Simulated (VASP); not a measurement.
# W16F in VASP: further runs

W16F is run at these levels: PBEsol; tasks: single point.

Program: VASP 6.6.1. These are calculated values, not measurements. Logs are shortened: lines on timing, memory, paths and dates and some standing lists are left out, and cuts for length are marked.

## Step 1: The cell of the first run

The cell holds a slab with vacuum, 17 atoms: a = 6.320 Å, b = 5.473 Å, c = 18.703 Å, α = 90.00°, β = 90.00°, γ = 54.74°.

## Step 2: Single point, PBEsol

Input file INCAR:

```
  PREC = Accurate
  ENCUT = 520
  EDIFF = 1E-6
  ISMEAR = 0
  SIGMA = 0.1
  LREAL = Auto
  LASPH = True
  NELM = 60
  ALGO = Normal
  ISIF = 2
  LWAVE = False
  LCHARG = False
  GGA = PS
  NBANDS = 130
```

Input file KPOINTS:

```
Automatic mesh
0
Gamma
  3 4 1
```

Input file POSCAR:

```
W16F
1.0
    6.3200000000      0.0000000000      0.0000000000
    3.1600000000      4.4689150000      0.0000000000
    0.0000000000      0.0000000000     18.7033720000
W F
16 1
Direct
   -0.2500000000      0.5000000000      0.0534663000
    0.2500000000      0.5000000000      0.0534663000
   -0.2500000000      1.0000000000      0.0534663000
    0.2500000000      1.0000000000      0.0534663000
    0.0000716676      0.0011012154      0.1694296766
    0.5008727737     -0.0002027686      0.1693126423
    0.0002636994      0.4991239146      0.1694311883
    0.4993951575      0.5006963630      0.1692958026
   -0.2519810254      0.5042558779      0.2891452927
    0.2515905474      0.4979901770      0.2889428274
   -0.2510635424      1.0028794302      0.2889130847
    0.2526568725      0.9964720899      0.2891457379
    0.0076301064     -0.0058848861      0.4023203613
    0.5068148875     -0.0066091350      0.4073744552
   -0.0070661893      0.5070229414      0.4023372592
    0.4938897047      0.5073671518      0.4073691448
    0.4995453469      0.2509823205      0.4937792466
```

Potentials or basis: VASP PAW PBE potentials, release 64 (W_sv, F).

Command:

```console
$ cat potpaw_PBE.64/W_sv/POTCAR potpaw_PBE.64/F/POTCAR > POTCAR
$ mpirun -np 1 vasp_std > vasp.out
```

OUTCAR:

```text
PREC = Accurate
   ENCUT = 520
   EDIFF = 1E-6
   ISMEAR = 0
   LREAL = Auto
   LASPH = True
   NELM = 60
   ISIF = 2
   GGA = PS

 ion  position               nearest neighbor table
   1  0.750  0.500  0.053-   8 2.68   7 2.68   3 2.74   3 2.74   4 2.74   4 2.74   5 3.11   6 3.11
                             2 3.16   2 3.16
   2  0.250  0.500  0.053-   8 2.68   7 2.68   4 2.74   3 2.74   4 2.74   3 2.74   6 3.11   5 3.12
                             1 3.16   1 3.16
   3  0.750  0.000  0.053-   6 2.68   5 2.69   1 2.74   1 2.74   2 2.74   2 2.74   8 3.11   7 3.12
                             4 3.16   4 3.16
   4  0.250  0.000  0.053-   5 2.68   6 2.68   2 2.74   1 2.74   2 2.74   1 2.74   8 3.11   7 3.11
                             3 3.16   3 3.16
   5  0.000  0.001  0.169-   4 2.68   3 2.69   7 2.73   8 2.73  11 2.74   8 2.74  12 2.74   7 2.75
                             1 3.11   2 3.12   6 3.16   6 3.16  10 3.17   9 3.17
   6  0.501  1.000  0.169-   3 2.68   4 2.68   7 2.74   8 2.74   8 2.74  11 2.74   7 2.74  12 2.74
                             1 3.11   2 3.11   9 3.15  10 3.16   5 3.16   5 3.16
   7  0.000  0.499  0.169-   1 2.68   2 2.68   5 2.73   6 2.74   6 2.74   9 2.74  10 2.74   5 2.75
                             4 3.11   3 3.12   8 3.16   8 3.16  12 3.17  11 3.17
   8  0.499  0.501  0.169-   2 2.68   1 2.68   5 2.73   6 2.74  10 2.74   6 2.74   5 2.74   9 2.74
                             4 3.11   3 3.11  12 3.15  11 3.16   7 3.16   7 3.16
   9  0.748  0.504  0.289-  15 2.63  12 2.71  16 2.73  11 2.73   7 2.74  11 2.74   8 2.74  12 2.77
                            14 3.11  13 3.11   6 3.15  10 3.16  10 3.16   5 3.17
  10  0.252  0.498  0.289-  15 2.66  16 2.71  11 2.72  12 2.73   8 2.74   7 2.74  12 2.74  11 2.76
                            13 3.07   6 3.16   9 3.16  14 3.16   9 3.16   5 3.17
  11  0.749  0.003  0.289-  13 2.66  14 2.71  10 2.72   9 2.73   6 2.74   5 2.74   9 2.74  10 2.76
                            15 3.07   8 3.16  12 3.16  16 3.16  12 3.16   7 3.17
  12  0.253  0.996  0.289-  13 2.63   9 2.71  14 2.73  10 2.73  10 2.74   5 2.74   6 2.74   9 2.77
                            16 3.11  15 3.11   8 3.15  11 3.16  11 3.16   7 3.17
  13  0.008  0.994  0.402-  12 2.63  11 2.66  16 2.66  15 2.72  15 2.75  16 2.81  10 3.07   9 3.11
                            14 3.15  14 3.17
  14  0.507  0.993  0.407-  17 2.13  15 2.66  16 2.71  11 2.71  12 2.73  16 2.77  15 2.81   9 3.11
                            13 3.15  10 3.16  13 3.17
  15  0.993  0.507  0.402-   9 2.63  10 2.66  14 2.66  13 2.72  13 2.75  14 2.81  11 3.07  12 3.11
                            16 3.15  16 3.17
  16  0.494  0.507  0.407-  17 2.13  13 2.66  14 2.71  10 2.71   9 2.73  14 2.77  13 2.81  12 3.11
                            15 3.15  11 3.16  15 3.17
  17  0.500  0.251  0.494-  16 2.13  14 2.13

  LATTYP: Found a base centered orthorhombic cell.
 ALAT       =     6.3200000000
 B/A-ratio  =     1.4142136076
 C/A-ratio  =     2.9593943038

  Lattice vectors:

 A1 = (   3.1600000000,  -4.4689150000,   0.0000000000)
 A2 = (   3.1600000000,   4.4689150000,   0.0000000000)
 A3 = (   0.0000000000,   0.0000000000,  18.7033720000)

Analysis of symmetry for initial positions (statically):
=====================================================================
 Subroutine PRICEL returns:
 Original cell was already a primitive cell.

 Routine SETGRP: Setting up the symmetry group for a
 base centered orthorhombic supercell.

 Subroutine GETGRP returns: Found  1 space group operations
 (whereof  1 operations were pure point group operations)
 out of a pool of  8 trial point group operations.

The static configuration has the point symmetry C_1 .

Analysis of symmetry for dynamics (positions and initial velocities):
=====================================================================
 Subroutine PRICEL returns:
 Original cell was already a primitive cell.

 Routine SETGRP: Setting up the symmetry group for a
 base centered orthorhombic supercell.

 Subroutine GETGRP returns: Found  1 space group operations
 (whereof  1 operations were pure point group operations)
 out of a pool of  8 trial point group operations.

The dynamic configuration has the point symmetry C_1 .

 Subroutine INISYM returns: Found  1 space group operations
 (whereof  1 operations are pure point group operations),
 and found     1 'primitive' translations

----------------------------------------------------------------------------------------

                                     Primitive cell

  volume of cell :     528.2495

  direct lattice vectors                    reciprocal lattice vectors
     6.320000000  0.000000000  0.000000000     0.158227848 -0.111883981  0.000000000
     3.160000000  4.468915000  0.000000000     0.000000000  0.223767962  0.000000000
     0.000000000  0.000000000 18.703372000     0.000000000  0.000000000  0.053466295

  length of vectors
     6.320000000  5.473280669 18.703372000     0.193788743  0.223767962  0.053466295

  position of ions in fractional coordinates (direct lattice)
     0.750000000  0.500000000  0.053466300
     0.250000000  0.500000000  0.053466300
     0.750000000  0.000000000  0.053466300
     0.250000000  0.000000000  0.053466300
     0.000071668  0.001101215  0.169429677
     0.500872774  0.999797231  0.169312642
[... 9 lines left out ...]
     0.493889705  0.507367152  0.407369145
     0.499545347  0.250982321  0.493779247

  ion indices of the primitive-cell ions
   primitive index   ion index
                 1           1
                 2           2
                 3           3
                 4           4
                 5           5
                 6           6
[... 9 lines left out ...]
                16          16
                17          17

----------------------------------------------------------------------------------------

 KPOINTS: Automatic mesh

Automatic generation of k-mesh.
 Grid dimensions read from file:
 generate k-points for:    3    4    1

 Generating k-lattice:

  Cartesian coordinates                     Fractional coordinates (reciprocal lattice)
     0.052742616 -0.037294660  0.000000000     0.333333333  0.000000000  0.000000000
     0.000000000  0.055941990  0.000000000     0.000000000  0.250000000  0.000000000
     0.000000000  0.000000000  0.053466295     0.000000000  0.000000000  1.000000000

  Length of vectors
     0.064596248  0.055941990  0.053466295

  Shift w.r.t. Gamma in fractional coordinates (k-lattice)
     0.000000000  0.000000000  0.000000000

 WARNING: IBZKPT: internal override: KBLOWUP is changed to .FALSE.
      ... skipping the blow-up phase ...

 Subroutine IBZKPT returns following result:
 ===========================================

 Found      7 irreducible k-points:

 Following reciprocal coordinates:
            Coordinates               Weight
  0.000000  0.000000  0.000000      1.000000
  0.333333  0.000000  0.000000      2.000000
  0.000000  0.250000  0.000000      2.000000
  0.333333  0.250000  0.000000      2.000000
 -0.333333  0.250000  0.000000      2.000000
  0.000000  0.500000  0.000000      1.000000
  0.333333  0.500000  0.000000      2.000000
   k-points           NKPTS =      7   k-points in BZ     NKDIM =      7   number of bands    NBANDS=    130
   number of dos      NEDOS =    301   number of ions     NIONS =     17
   total plane-waves  NPLWV = 282240
   dimension x,y,z NGX =    48 NGY =   42 NGZ =  140
   dimension x,y,z NGXF=    96 NGYF=   84 NGZF=  280
   ions per type =              16   1
   NGX,Y,Z   is equivalent  to a cutoff of  12.63, 12.76, 12.44 a.u.
   NGXF,Y,Z  is equivalent  to a cutoff of  25.25, 25.51, 24.89 a.u.
 SYSTEM =  unknown system
   PREC   = accura    normal or accurate (medium, high low for compatibility)
   ISTART =      0    job   : 0-new  1-cont  2-samecut
   ICHARG =      2    charge: 1-file 2-atom 10-const
   ISPIN  =      1    spin polarized calculation?
   LNONCOLLINEAR =      F non collinear calculations
   LSORBIT =      F    spin-orbit coupling
   LASPH  =      T    aspherical Exc in radial PAW
   ENCUT  =  520.0 eV  38.22 Ry    6.18 a.u.  11.75 10.18 34.78*2*pi/ulx,y,z
   NELM   =     60;   NELMIN=  2; NELMDL= -5     # of ELM steps
   EDIFF  = 0.1E-05   stopping-criterion for ELM
   LREAL  =      T    real-space projection
   EDIFFG = 0.1E-04   stopping-criterion for IOM
   NSW    =      0    number of steps for IOM
   IBRION =     -1    ionic relax: 0-MD 1-quasi-New 2-CG
   NFREE  =      0    steps in history (QN), initial steepest desc. (CG)
   ISIF   =      2    stress and relaxation
   ISYM   =      2    0-nonsym 1-usesym 2-fastsym
   POTIM  = 0.5000    time-step for ionic-motion
   TEBEG  =    0.0;   TEEND  =   0.0 temperature during run
   PSTRESS=    0.0 pullay stress
   NELECT =     231.0000    total number of electrons
   NUPDOWN=      -1.0000    fix difference up-down
   EMIN   =  10.00;   EMAX   =-10.00  energy-range for DOS
   EFERMI =   0.00;   METHOD = LEGACY
   ISMEAR =     0;   SIGMA  =   0.10  broadening in eV -4-tet -1-fermi 0-gaus
   EFERMI_NEDOS =   21; number of points for ismear=-14 and -15
   IALGO  =     38    algorithm
   IMIX   =      4    mixing-type and parameters
     AMIX     =   0.40;   BMIX     =  1.00
     AMIX_MAG =   1.60;   BMIX_MAG =  1.00
  volume/ion in A,a.u.               =      31.07       209.69
  Fermi-wavevector in a.u.,A,eV,Ry     =   1.242603  2.348180 21.008248  1.544063
  Thomas-Fermi vector in A             =   2.376950
   LORBIT       =      0    0 simple, 1 ext, 2 COOP (PROOUT), +10 PAW based schemes
   GGA     = PS    functional components
   LHFCALC =     F    Hartree Fock is set to
   AEXX    =    0.0000 exact exchange contribution
   IVDW    =     0    specifies the selected vdW correction
   LEPSILON=     F    determine dielectric tensor
   LRPA    =     F    only Hartree local field effects (RPA)
 non-spin polarized calculation
 Gauss-broadening in eV      SIGMA  =   0.10
  energy-cutoff  :      520.00
  volume of cell :      528.25
 maximum number of plane-waves:     14263
   NGX = 23   NGY = 21   NGZ = 69

 number of electron     231.0000013 magnetization

 Free energy of the ion-electron system (eV)
  ---------------------------------------------------
  ext. energy  EPLUGINS =         0.00000000
  ---------------------------------------------------
  free energy    TOTEN  =      -214.25784308 eV

  energy without entropy =     -214.21436498  energy(sigma->0) =     -214.23610403

 E-fermi :   3.0392     XC(G=0):  -7.7645

 val. band max:        3.0255674838   @ k =   0.0000   0.2500   0.0000
 cond. band min:       3.0599491733   @ k =   0.3333   0.0000   0.0000
 fundamental gap:      0.0343816895
 Fermi energy:         3.0391931841

 k-point     1 :       0.0000    0.0000    0.0000
  band No.  band energies     occupation
      1     -71.1645      2.00000
      2     -71.1019      2.00000
      3     -71.0939      2.00000
      4     -71.0385      2.00000
      5     -71.0009      2.00000
      6     -70.9964      2.00000
[... 119 lines left out ...]
    126       4.9538      0.00000
    127       4.9563      0.00000

 k-point     2 :       0.3333    0.0000    0.0000
  band No.  band energies     occupation
      1     -71.1577      2.00000
      2     -71.0935      2.00000
      3     -71.0809      2.00000
      4     -71.0334      2.00000
      5     -71.0216      2.00000
      6     -70.9993      2.00000
[... 769 lines left out ...]
    126       4.2852      0.00000
    127       4.3119      0.00000
 [bands above 127 left out]

------------------------ aborting loop because EDIFF is reached ----------------------------------------

  FORCE on cell =-STRESS in cart. coord.  units (eV):
  Direction    XX          YY          ZZ          XY          YZ          ZX
  --------------------------------------------------------------------------------------
  -------------------------------------------------------------------------------------
  Total      -20.4360178    -14.5216772      0.9977760      0.5170774     -0.0618655     -0.0946022
  in kB      -61.9823119    -44.0441544      3.0262483      1.5682925     -0.1876378     -0.2869280
  external PRESSURE =     -34.3334060 kB  Pullay stress =       0.0000000 kB

 VOLUME and BASIS-vectors are now :
 -----------------------------------------------------------------------------
  energy-cutoff  :      520.00
  volume of cell :      528.25
      direct lattice vectors                 reciprocal lattice vectors
     6.320000000  0.000000000  0.000000000     0.158227848 -0.111883981  0.000000000
     3.160000000  4.468915000  0.000000000     0.000000000  0.223767962  0.000000000
     0.000000000  0.000000000 18.703372000     0.000000000  0.000000000  0.053466295

 POSITION                                       TOTAL-FORCE (eV/Angst)
 -----------------------------------------------------------------------------------
      6.32000      2.23446      1.00000         0.035290     -0.061205     -0.044434
      3.16000      2.23446      1.00000         0.103249     -0.034879     -0.030736
      4.74000      0.00000      1.00000        -0.094153      0.039061     -0.029057
      1.58000      0.00000      1.00000        -0.026645      0.067612     -0.043853
      0.00393      0.00492      3.16891        -0.009192      0.010836     -0.000759
      6.32488      4.46801      3.16672        -0.010216     -0.005821     -0.003455
[... 9 lines left out ...]
      4.72466      2.26738      7.61918         0.046262      0.051476     -0.033579
      3.95023      1.12162      9.23534         0.000445     -0.004966      0.149030
 -----------------------------------------------------------------------------------
    total drift:                               -0.007207     -0.001857      0.006166

  FREE ENERGIE OF THE ION-ELECTRON SYSTEM (eV)
  ---------------------------------------------------
  free  energy   TOTEN  =      -214.2578430787 eV

  energy  without entropy=     -214.2143649807  energy(sigma->0) =     -214.23610403
```

Wall time 14 min (1 thread of Intel Xeon 6975P-C (Granite Rapids), shared host); peak memory 0.75 GiB.

What came out:

```yaml
Free_energy: -214.2578 eV
Largest_force: 0.149 eV/Å
Band_gap_on_the_k_mesh: zero (an odd number of electrons rules out a gap without spin polarisation)
```

Forces on the atoms (eV/Å):
```
W    0.035 -0.061 -0.044
W    0.103 -0.035 -0.031
W   -0.094  0.039 -0.029
W   -0.027  0.068 -0.044
W   -0.009  0.011 -0.001
W   -0.010 -0.006 -0.003
W    0.015 -0.001  0.000
W    0.011 -0.003  0.003
W   -0.016  0.004 -0.006
W   -0.005 -0.006 -0.002
W   -0.002 -0.002  0.010
W    0.004 -0.005 -0.005
W   -0.011  0.004  0.037
W   -0.047 -0.047 -0.034
W    0.005 -0.007  0.032
W    0.046  0.051 -0.034
F    0.000 -0.005  0.149
```

Caveat: the PAW data sets were made with another functional, which shifts forces and pressure a little; spin-orbit coupling is left out, which moves the levels of the heavy elements; an odd number of electrons without spin polarisation forces a metal; a magnetic or distorted state may lie lower.

## Step 3: Single point, PBEsol

Input file INCAR:

```
PREC = Accurate
ENCUT = 520
EDIFF = 1E-6
ISMEAR = 0
SIGMA = 0.1
LREAL = Auto
LASPH = True
NELM = 100
ALGO = Normal
ISIF = 2
LWAVE = False
LCHARG = True
GGA = PS
LELF = True
LVHAR = True
NBANDS = 130
```

KPOINTS is that of step 2.

Input file POSCAR:

```
W16F
1.0
    6.3200000000      0.0000000000      0.0000000000
    3.1600000000      4.4689150000      0.0000000000
    0.0000000000      0.0000000000     18.7033720000
W F
16 1
Direct
   -0.2499999441      0.4999998881      0.0534662947
    0.2500000559      0.4999998881      0.0534662947
   -0.2500000000      1.0000000000      0.0534662947
    0.2500000000      1.0000000000      0.0534662947
    0.0000717291      0.0011011621      0.1694296622
    0.5008727276     -0.0002027338      0.1693126245
    0.0002637146      0.4991238365      0.1694312127
    0.4993952274      0.5006962540      0.1692957826
   -0.2519811419      0.5042559547      0.2891452942
    0.2515904872      0.4979902281      0.2889428174
   -0.2510636155      1.0028794461      0.2889130901
    0.2526568426      0.9964720743      0.2891457220
    0.0076300950     -0.0058848736      0.4023203410
    0.5068148901     -0.0066092105      0.4073744563
   -0.0070661696      0.5070228456      0.4023372363
    0.4938896473      0.5073672245      0.4073691632
    0.4995453520      0.2509823973      0.4937792501
```

Potentials or basis: VASP PAW PBE potentials, release 64 (W_sv, F).

Command:

```console
$ cat potpaw_PBE.64/W_sv/POTCAR potpaw_PBE.64/F/POTCAR > POTCAR
$ mpirun -np 1 vasp_std > vasp.out
```

Wall time 46 min (1 thread of Intel Xeon 8259CL, shared host); peak memory 0.77 GiB.

The run converged. Its results:

```
Free energy            : -214.2578 eV
Largest force          : 0.149 eV/Å
Band gap on the k mesh : zero (an odd number of electrons rules out a gap without spin polarisation)
```

Forces in eV/Å, atoms in the order of the input:
```
W    0.035 -0.061 -0.044
W    0.103 -0.035 -0.031
W   -0.094  0.039 -0.029
W   -0.027  0.068 -0.044
W   -0.009  0.011 -0.001
W   -0.010 -0.006 -0.003
W    0.015 -0.001  0.000
W    0.011 -0.003  0.003
W   -0.016  0.004 -0.006
W   -0.005 -0.006 -0.002
W   -0.002 -0.002  0.010
W    0.004 -0.005 -0.005
W   -0.011  0.004  0.037
W   -0.047 -0.047 -0.034
W    0.005 -0.007  0.032
W    0.046  0.051 -0.034
F    0.000 -0.005  0.149
```

Levels at points of the mesh, in eV from the Fermi level:
```
           k point  band 113  band 114  band 115  band 116  band 117  band 118
(0.00, 0.00, 0.00)      0.65      0.69      0.74      0.76      0.95      1.08
(0.00, 0.50, 0.00)     -0.88     -0.84     -0.71     -0.64     -0.54     -0.31
```

Caveat: the PAW data sets were made with another functional, which shifts forces and pressure a little; spin-orbit coupling is left out, which moves the levels of the heavy elements; an odd number of electrons without spin polarisation forces a metal; a magnetic or distorted state may lie lower.
